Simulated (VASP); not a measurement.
# C30O (a cell with a defect) in VASP: further runs, part 3 of 3

VASP 6.6.1. Earlier steps stand in the parts before.

## 4. Single point, LDA

The input, INCAR:

```
SYSTEM = C30O
ALGO = Normal
EDIFF = 1E-6
ENCUT = 520
GGA = CA
GGA_COMPAT = .FALSE.
ISIF = 2
ISMEAR = -1
LASPH = .TRUE.
LCHARG = .FALSE.
LREAL = Auto
LWAVE = .FALSE.
NBANDS = 84
NELECT = 128.0
NELM = 120
PREC = Accurate
SIGMA = 0.01
```

The input, KPOINTS:

```
Automatic mesh
0
Gamma
  1 1 1
  0.25 0.25 0.25
```

The input, POSCAR:

```
C30O
1.0
   -3.5716218665      3.5716218665      3.5716218665
    3.5716218665     -3.5716218665      3.5716218665
    3.5716218665      3.5716218665     -3.5716218665
C O
30 1
Direct
    0.0035343588     -0.0002511591      0.0043307407
    0.0035048326      0.2540428048      0.7551830481
   -0.0010481867      0.5012635108      0.4956382514
   -0.0037605383      0.7456405728      0.2489433589
    0.2504469069     -0.0024192301      0.7510822912
    0.2507316651      0.2494936268      0.4956639055
    0.2470003110      0.7427447185      0.0083648156
    0.5098115558      0.0065263369      0.4979812128
    0.4951308750      0.2467845705      0.2489603764
    0.4922001641      0.4975165509      0.0083874788
    0.5009713672      0.7514758991      0.7924570330
    0.7538230687      0.0043624473      0.2543318910
    0.7492112744      0.2540616882      0.0043097176
    0.7470547608      0.5009803007      0.7511004985
    0.7559911839      0.7603395608      0.4980019221
    0.0011733875      0.0010560729      0.7521216836
    0.0003176511      0.2508595089      0.4991464789
   -0.0235177336      0.5005383276      0.2476551222
   -0.0029361830      0.7453865846     -0.0007597270
    0.2516850433     -0.0045988042      0.5023060769
    0.2500237943      0.2270219094      0.2476788162
    0.2470104067      0.4975369379     -0.0103624876
    0.2560388493      0.7485854219      0.7496816432
    0.5032799041      0.0036292875      0.2493608168
    0.4948603460      0.2475963114     -0.0007551929
    0.4980605568      0.5065698526      0.7496797370
    0.7490314895     -0.0004389599      0.0030974575
    0.7505126320      0.2517058568      0.7521006107
    0.7448644403      0.5022487262      0.5023354713
    0.7530734116      0.7537965855      0.2493629680
    0.5207482982      0.7713223070      0.4662390892
```

Potentials or basis: VASP PAW LDA potentials, release 64 (C, O).

On the command line:

```sh
$ cat potpaw_LDA.64/C/POTCAR potpaw_LDA.64/O/POTCAR > POTCAR
$ mpirun -np 1 vasp_std > vasp.out
```

OUTCAR:

```text
SYSTEM = C30O
   EDIFF = 1E-6
   ENCUT = 520
   GGA = CA
   ISIF = 2
   ISMEAR = -1
   LASPH = .TRUE.
   LREAL = Auto
   NELECT = 128.0
   NELM = 120
   PREC = Accurate

 ion  position               nearest neighbor table
   1  0.004  1.000  0.004-  21 1.48  19 1.55  16 1.56  27 1.57
   2  0.004  0.254  0.755-  22 1.49  28 1.55  16 1.55  17 1.57
   3  0.999  0.501  0.496-  18 1.49  17 1.56  23 1.56  29 1.59
   4  0.996  0.746  0.249-  18 1.48  30 1.52  19 1.55  20 1.56
   5  0.250  0.998  0.751-  25 1.53  20 1.54  23 1.55  16 1.55
   6  0.251  0.249  0.496-  21 1.49  17 1.56  26 1.56  20 1.59
   7  0.247  0.743  0.008-  22 1.48  19 1.53  24 1.57  23 1.63
   8  0.510  0.007  0.498-  31 1.43  24 1.52  28 1.53  20 1.58
   9  0.495  0.247  0.249-  21 1.48  24 1.52  25 1.55  29 1.56
  10  0.492  0.498  0.008-  22 1.48  25 1.53  30 1.57  26 1.63
  11  0.501  0.751  0.792-  26 1.44  23 1.44  27 1.47
  12  0.754  0.004  0.254-  17 1.52  27 1.53  24 1.54  30 1.54
  13  0.749  0.254  0.004-  18 1.48  25 1.55  28 1.56  27 1.57
  14  0.747  0.501  0.751-  19 1.53  29 1.54  26 1.55  28 1.55
  15  0.756  0.760  0.498-  31 1.43  30 1.52  16 1.53  29 1.58
  16  0.001  0.001  0.752-  15 1.53   5 1.55   2 1.55   1 1.56
  17  0.000  0.251  0.499-  12 1.52   3 1.56   6 1.56   2 1.57
  18  0.976  0.501  0.248-   4 1.48  13 1.48   3 1.49
  19  0.997  0.745  0.999-  14 1.53   7 1.53   4 1.55   1 1.55
  20  0.252  0.995  0.502-   5 1.54   4 1.56   8 1.58   6 1.59
  21  0.250  0.227  0.248-   9 1.48   1 1.48   6 1.49
  22  0.247  0.498  0.990-  10 1.48   7 1.48   2 1.49
  23  0.256  0.749  0.750-  11 1.44   5 1.55   3 1.56   7 1.63
  24  0.503  0.004  0.249-   8 1.52   9 1.52  12 1.54   7 1.57
  25  0.495  0.248  0.999-   5 1.53  10 1.53   9 1.55  13 1.55
  26  0.498  0.507  0.750-  11 1.44  14 1.55   6 1.56  10 1.63
  27  0.749  1.000  0.003-  11 1.47  12 1.53   1 1.57  13 1.57
  28  0.751  0.252  0.752-   8 1.53  14 1.55   2 1.55  13 1.56
  29  0.745  0.502  0.502-  14 1.54   9 1.56  15 1.58   3 1.59
  30  0.753  0.754  0.249-  15 1.52   4 1.52  12 1.54  10 1.57
  31  0.521  0.771  0.466-   8 1.43  15 1.43

  LATTYP: Found a body centered cubic cell.
 ALAT       =     7.1432437330

  Lattice vectors:

 A1 = (  -3.5716218665,   3.5716218665,   3.5716218665)
 A2 = (   3.5716218665,  -3.5716218665,   3.5716218665)
 A3 = (   3.5716218665,   3.5716218665,  -3.5716218665)

Analysis of symmetry for initial positions (statically):
=====================================================================
 Subroutine PRICEL returns:
 Original cell was already a primitive cell.

 Routine SETGRP: Setting up the symmetry group for a
 body centered cubic supercell.

 Subroutine GETGRP returns: Found  1 space group operations
 (whereof  1 operations were pure point group operations)
 out of a pool of 48 trial point group operations.

The static configuration has the point symmetry C_1 .

Analysis of symmetry for dynamics (positions and initial velocities):
=====================================================================
 Subroutine PRICEL returns:
 Original cell was already a primitive cell.

 Routine SETGRP: Setting up the symmetry group for a
 body centered cubic supercell.

 Subroutine GETGRP returns: Found  1 space group operations
 (whereof  1 operations were pure point group operations)
[... 112 lines left out ...]

 Found      1 irreducible k-points:

 Following reciprocal coordinates:
            Coordinates               Weight
  0.250000  0.250000  0.250000      2.000000
   k-points           NKPTS =      1   k-points in BZ     NKDIM =      1   number of bands    NBANDS=     84
   number of dos      NEDOS =    301   number of ions     NIONS =     31
   total plane-waves  NPLWV = 110592
   dimension x,y,z NGX =    48 NGY =   48 NGZ =   48
   dimension x,y,z NGXF=    96 NGYF=   96 NGZF=   96
   ions per type =              30   1
   NGX,Y,Z   is equivalent  to a cutoff of  12.90, 12.90, 12.90 a.u.
   NGXF,Y,Z  is equivalent  to a cutoff of  25.80, 25.80, 25.80 a.u.
 SYSTEM =  C30O
   PREC   = accura    normal or accurate (medium, high low for compatibility)
   ISTART =      0    job   : 0-new  1-cont  2-samecut
   ICHARG =      2    charge: 1-file 2-atom 10-const
   ISPIN  =      1    spin polarized calculation?
   LNONCOLLINEAR =      F non collinear calculations
   LSORBIT =      F    spin-orbit coupling
   LASPH  =      T    aspherical Exc in radial PAW
   ENCUT  =  520.0 eV  38.22 Ry    6.18 a.u.  11.50 11.50 11.50*2*pi/ulx,y,z
   NELM   =    120;   NELMIN=  2; NELMDL= -5     # of ELM steps
   EDIFF  = 0.1E-05   stopping-criterion for ELM
   LREAL  =      T    real-space projection
   EDIFFG = 0.1E-04   stopping-criterion for IOM
   NSW    =      0    number of steps for IOM
   IBRION =     -1    ionic relax: 0-MD 1-quasi-New 2-CG
   NFREE  =      0    steps in history (QN), initial steepest desc. (CG)
   ISIF   =      2    stress and relaxation
   ISYM   =      2    0-nonsym 1-usesym 2-fastsym
   POTIM  = 0.5000    time-step for ionic-motion
   TEBEG  =    0.0;   TEEND  =   0.0 temperature during run
   PSTRESS=    0.0 pullay stress
   NELECT =     128.0000    total number of electrons
   NUPDOWN=      -1.0000    fix difference up-down
   EMIN   =  10.00;   EMAX   =-10.00  energy-range for DOS
   EFERMI =   0.00;   METHOD = LEGACY
   ISMEAR =    -1;   SIGMA  =   0.01  broadening in eV -4-tet -1-fermi 0-gaus
   EFERMI_NEDOS =   21; number of points for ismear=-14 and -15
   IALGO  =     38    algorithm
   IMIX   =      4    mixing-type and parameters
     AMIX     =   0.40;   BMIX     =  1.00
     AMIX_MAG =   1.60;   BMIX_MAG =  1.00
  volume/ion in A,a.u.               =       5.88        39.67
  Fermi-wavevector in a.u.,A,eV,Ry     =   1.455211  2.749950 28.812235  2.117640
  Thomas-Fermi vector in A             =   2.572272
   LORBIT       =      0    0 simple, 1 ext, 2 COOP (PROOUT), +10 PAW based schemes
   GGA     = CA    functional components
   LHFCALC =     F    Hartree Fock is set to
   AEXX    =    0.0000 exact exchange contribution
   IVDW    =     0    specifies the selected vdW correction
   LEPSILON=     F    determine dielectric tensor
   LRPA    =     F    only Hartree local field effects (RPA)
 non-spin polarized calculation
  energy-cutoff  :      520.00
  volume of cell :      182.25
 maximum number of plane-waves:      4904
 NGX is ok and might be reduce to    48
   NGX = 23   NGY = 23   NGZ = 23

 number of electron     128.0000003 magnetization

 Free energy of the ion-electron system (eV)
  ---------------------------------------------------
  ext. energy  EPLUGINS =         0.00000000
  ---------------------------------------------------
  free energy    TOTEN  =      -279.32840886 eV

  energy without entropy =     -279.32840586  energy(sigma->0) =     -279.32840736

 E-fermi :  11.6767     XC(G=0): -13.3812

 val. band max:       11.5560268384   @ k =   0.2500   0.2500   0.2500
 cond. band min:      11.7973566185   @ k =   0.2500   0.2500   0.2500
 fundamental gap:      0.2413297801
 Fermi energy:        11.6766917592

 k-point     1 :       0.2500    0.2500    0.2500
  band No.  band energies     occupation
      1     -13.7474      2.00000
      2     -10.6957      2.00000
      3     -10.6445      2.00000
      4     -10.2917      2.00000
      5      -8.8833      2.00000
      6      -7.0449      2.00000
[... 68 lines left out ...]
     75      15.7330      0.00000
     76      15.8194      0.00000
 [bands above 76 left out]

------------------------ aborting loop because EDIFF is reached ----------------------------------------

  FORCE on cell =-STRESS in cart. coord.  units (eV):
  Direction    XX          YY          ZZ          XY          YZ          ZX
  --------------------------------------------------------------------------------------
  -------------------------------------------------------------------------------------
  Total       17.5992099     17.6069996     25.4091619      6.0519450     -5.2085230     -5.1903554
  in kB      154.7203153    154.7887976    223.3801156     53.2045953    -45.7898009    -45.6300841
  external PRESSURE =     177.6297428 kB  Pullay stress =       0.0000000 kB

 VOLUME and BASIS-vectors are now :
 -----------------------------------------------------------------------------
  energy-cutoff  :      520.00
  volume of cell :      182.25
      direct lattice vectors                 reciprocal lattice vectors
    -3.571621867  3.571621867  3.571621867     0.000000000  0.139992423  0.139992423
     3.571621867 -3.571621867  3.571621867     0.139992423  0.000000000  0.139992423
     3.571621867  3.571621867 -3.571621867     0.139992423  0.139992423  0.000000000

 POSITION                                       TOTAL-FORCE (eV/Angst)
 -----------------------------------------------------------------------------------
      3.57357     -3.54263      3.56788        -0.000210      0.003256      0.013119
      3.59206      1.80240     -1.77737         0.002289      0.001856     -0.007035
     -0.00732      3.54779      3.58797        -0.007689      0.011452      0.018758
     -0.00591      1.78418      5.33221        -0.009819      0.002052     -0.007254
      5.35106      0.01410      1.77490        -0.001002      0.010676      0.002752
      1.76590      1.77475      0.01629         0.003669     -0.009154      0.019755
[... 23 lines left out ...]
      0.89321      0.88805      4.49134         0.013189      0.001784     -0.001684
      2.56019      0.77027      2.94956         0.050870      0.056026      0.337417
 -----------------------------------------------------------------------------------
    total drift:                               -0.000424     -0.004308     -0.021396

  FREE ENERGIE OF THE ION-ELECTRON SYSTEM (eV)
  ---------------------------------------------------
  free  energy   TOTEN  =      -279.3284088612 eV

  energy  without entropy=     -279.3284058565  energy(sigma->0) =     -279.32840736
```

It took 83 s on 1 thread of Intel Xeon 8259CL, shared host; peak memory 0.25 GiB.

What came out:

```yaml
Free_energy: -279.3284 eV
Largest_force: 0.346 eV/Å
```

Forces on the atoms (eV/Å):
```
C    0.000  0.003  0.013
C    0.002  0.002 -0.007
C   -0.008  0.011  0.019
C   -0.010  0.002 -0.007
C   -0.001  0.011  0.003
C    0.004 -0.009  0.020
C    0.017  0.012  0.004
C   -0.058  0.012 -0.078
C    0.003 -0.014 -0.007
C    0.013  0.021  0.005
C    0.029  0.021 -0.022
C    0.006  0.003  0.002
C   -0.002 -0.002  0.010
C    0.010 -0.003  0.006
C    0.014 -0.060 -0.081
C   -0.011 -0.013 -0.007
C    0.004  0.005 -0.005
C    0.149 -0.165 -0.119
C   -0.004  0.015 -0.005
C   -0.006  0.004 -0.005
C   -0.165  0.148 -0.120
C   -0.075 -0.077  0.105
C   -0.011  0.032  0.006
C   -0.002  0.014 -0.003
C    0.018 -0.010 -0.006
C    0.033 -0.008  0.004
C    0.000 -0.001 -0.047
C   -0.011 -0.007 -0.008
C   -0.003 -0.004 -0.004
C    0.013  0.002 -0.002
O    0.051  0.056  0.337
```

Caveat: the k points lie up to 1.24 Å⁻¹ apart, too coarse for converged energies, forces and pressures; the cell carries a net charge on a neutralising background, which shifts energy and pressure; the cell is charged against a uniform background, so pressure and absolute levels hang on convention.

## 5. Single point, PBE

The input, INCAR:

```
SYSTEM = C30O
  ALGO = Normal
  EDIFF = 1E-6
  ENCUT = 520
  GGA = PE
  GGA_COMPAT = .False.
  ISIF = 2
  ISMEAR = -1
  LASPH = .True.
  LCHARG = .False.
  LREAL = Auto
  LWAVE = .False.
  NBANDS = 84
  NELECT = 128.0
  NELM = 120
  PREC = Accurate
  SIGMA = 0.01
```

KPOINTS is that of step 4.

POSCAR is that of step 4.

Potentials or basis: VASP PAW PBE potentials, release 64 (C, O).

On the command line:

```sh
$ cat potpaw_PBE.64/C/POTCAR potpaw_PBE.64/O/POTCAR > POTCAR
$ mpirun -np 1 vasp_std > vasp.out
```

It took 2.2 min on 1 thread of Intel Xeon 8259CL, shared host; peak memory 0.3 GiB.

Results (log left out):

```
Free energy   : -247.7394 eV
Largest force : 0.136 eV/Å
```

Forces on the atoms (eV/Å):
```
C   -0.002 -0.003 -0.003
C    0.001  0.000 -0.003
C    0.009  0.004  0.004
C    0.000  0.002  0.001
C   -0.005  0.011 -0.011
C   -0.003  0.007  0.005
C    0.004 -0.008  0.017
C    0.100 -0.089  0.027
C    0.002 -0.004  0.002
C   -0.007  0.007  0.018
C   -0.003 -0.011  0.004
C    0.004  0.001  0.005
C   -0.008 -0.004 -0.006
C    0.011 -0.008 -0.008
C   -0.086  0.098  0.024
C    0.001  0.006  0.001
C    0.006  0.006  0.003
C   -0.010 -0.001  0.011
C    0.002  0.008 -0.008
C   -0.007  0.001  0.002
C   -0.001 -0.012  0.011
C    0.018  0.016 -0.009
C    0.006 -0.006 -0.014
C   -0.013 -0.008  0.014
C    0.011 -0.004 -0.008
C   -0.004  0.010 -0.016
C    0.004  0.003  0.009
C    0.009  0.005  0.000
C   -0.006 -0.005  0.004
C   -0.008 -0.008  0.015
O   -0.023 -0.014 -0.090
```

Levels at points of the mesh, in eV from the Fermi level:
```tsv
k point	band 62	band 63	band 64	band 65	band 66	band 67
(0.25, 0.25, 0.25)	-2.61	-1.02	-0.13	0.13	2.18	2.94
```

Caveat: the k points lie up to 1.24 Å⁻¹ apart, too coarse for converged energies, forces and pressures; the cell carries a net charge on a neutralising background, which shifts energy and pressure; the cell is charged against a uniform background, so pressure and absolute levels hang on convention.
